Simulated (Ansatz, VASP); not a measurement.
Two plane-wave programs on HfSi2

Contents of INCAR:

```
SYSTEM = HfSi2
PREC = Accurate
ENCUT = 400
EDIFF = 1E-6
ISMEAR = 0
SIGMA = 0.1
LREAL = .False.
LASPH = .True.
NELM = 120
ALGO = Normal
ISIF = 2
LWAVE = .False.
LCHARG = .False.
LDIPOL = .True.
IDIPOL = 3
DIPOL = 0.5 0.5 0.503
GGA = PE
NBANDS = 90
GGA_COMPAT = .False.
NELMDL = -8
```

KPOINTS

```
regular mesh
0
Gamma
  10 5 1
  0 0 0
```

POSCAR

```
HfSi2
1.0
    3.6826381087      0.0000000000      0.0000000000
   -1.8413190543      8.1625312873      0.0000000000
    0.0000000000      0.0000000000     27.7265484176
Si Hf
16 8
Direct
    0.8979229094      0.7957391013      0.2778905096
    0.1070696884      0.2140978576      0.3015750005
    0.3283624579      0.6566068597      0.3185513523
    0.8814427046      0.7628530645      0.3773891898
    0.0909475619      0.1818329573      0.3865386517
    0.2265838225      0.4531129131      0.4204961710
    0.4313102015      0.8625949216      0.4348164412
    0.9815167518      0.9630316879      0.4946065652
    0.1899101266      0.3798423977      0.5043444743
    0.3260375044      0.6520937228      0.5411230976
    0.5308823897      0.0618009545      0.5524822622
    0.0837245269      0.1674237717      0.6088133559
    0.2844363993      0.5689963220      0.6244438512
    0.4120412053      0.8242124975      0.6704679869
    0.6329779176      0.2660024685      0.6693806913
    0.1764144868      0.3527514035      0.7262616111
    0.4958719314      0.9917002977      0.3422522639
    0.7103467071      0.4205551656      0.3493409561
    0.5965744468      0.1931263746      0.4585892558
    0.8154050237      0.6307344955      0.4704101951
    0.6986895591      0.3974536079      0.5746679825
    0.9162820017      0.8326238765      0.5900221003
    0.7922974269      0.5847524189      0.6920407173
    0.0196028166      0.0393619985      0.6967182068
```

Input for Ansatz:

```yaml
crystal:
  lattice:
    - [3.6826381087, 0.0, 0.0]
    - [-1.8413190543, 8.1625312873, 0.0]
    - [0.0, 0.0, 27.7265484176]
  atoms:
    - { symbol: Si, position: [0.8979229094, 0.7957391013, 0.2778905096] }
    - { symbol: Si, position: [0.1070696884, 0.2140978576, 0.3015750005] }
    - { symbol: Si, position: [0.3283624579, 0.6566068597, 0.3185513523] }
    - { symbol: Hf, position: [0.4958719314, 0.9917002977, 0.3422522639] }
    - { symbol: Hf, position: [0.7103467071, 0.4205551656, 0.3493409561] }
    - { symbol: Si, position: [0.8814427046, 0.7628530645, 0.3773891898] }
    - { symbol: Si, position: [0.0909475619, 0.1818329573, 0.3865386517] }
    - { symbol: Si, position: [0.2265838225, 0.4531129131, 0.420496171] }
    - { symbol: Si, position: [0.4313102015, 0.8625949216, 0.4348164412] }
    - { symbol: Hf, position: [0.5965744468, 0.1931263746, 0.4585892558] }
    - { symbol: Hf, position: [0.8154050237, 0.6307344955, 0.4704101951] }
    - { symbol: Si, position: [0.9815167518, 0.9630316879, 0.4946065652] }
    - { symbol: Si, position: [0.1899101266, 0.3798423977, 0.5043444743] }
    - { symbol: Si, position: [0.3260375044, 0.6520937228, 0.5411230976] }
    - { symbol: Si, position: [0.5308823897, 0.0618009545, 0.5524822622] }
    - { symbol: Hf, position: [0.6986895591, 0.3974536079, 0.5746679825] }
    - { symbol: Hf, position: [0.9162820017, 0.8326238765, 0.5900221003] }
    - { symbol: Si, position: [0.0837245269, 0.1674237717, 0.6088133559] }
    - { symbol: Si, position: [0.2844363993, 0.568996322, 0.6244438512] }
    - { symbol: Si, position: [0.4120412053, 0.8242124975, 0.6704679869] }
    - { symbol: Si, position: [0.6329779176, 0.2660024685, 0.6693806913] }
    - { symbol: Hf, position: [0.7922974269, 0.5847524189, 0.6920407173] }
    - { symbol: Hf, position: [0.0196028166, 0.0393619985, 0.6967182068] }
    - { symbol: Si, position: [0.1764144868, 0.3527514035, 0.7262616111] }
basis:
  ecutwfc: 420
kpoints:
  mp_grid: { grid: [10, 5, 1] }
  band_path:
    path: [[0.5, 0, 0], [0, 0, 0], [0, 0.5, 0], [0.5, 0.5, 0], [0, 0, 0]]
    npoints: 12
hamiltonian:
  xc: pbe
scf:
  occupations: { method: gaussian, width: 0.1 }
  n_extra_bands: 54
output:
  forces: true
  eigenvalues: true
  populations: true
  fatbands: true
efield:
  axis: 3
  dipole_correction: true
  ramp_width: 0.04
```

Alike in both runs: task single point; functional PBE; k mesh 10 × 5 × 1; occupations gaussian, width 0.1 eV; no spin polarisation.

|  | VASP | Ansatz |
| --- | --- | --- |
| version | VASP 6.6.1 | Ansatz 0.2.0 |
| potentials or method | VASP PAW PBE potentials, release 64 (Si, Hf_pv), cutoff 400 eV | scalar-relativistic, plane waves, PAW |
| valence electrons in the cell | 144 | 272 |

```csv
,VASP,Ansatz,Ansatz less VASP
gap on the k mesh at the Fermi level (eV),none,none,-
rms of the force components (eV/Å),0.008,0.001,-0.0062
```

A gap of «none» marks a metal or a gap that the smearing closes. With one functional, cell and mesh, what is left measures potentials, basis and numerics. VASP's potentials hold 144 valence electrons a cell and Ansatz's 272, so a difference there can come from the potentials and not from the codes.

Neither program's run includes spin-orbit coupling.
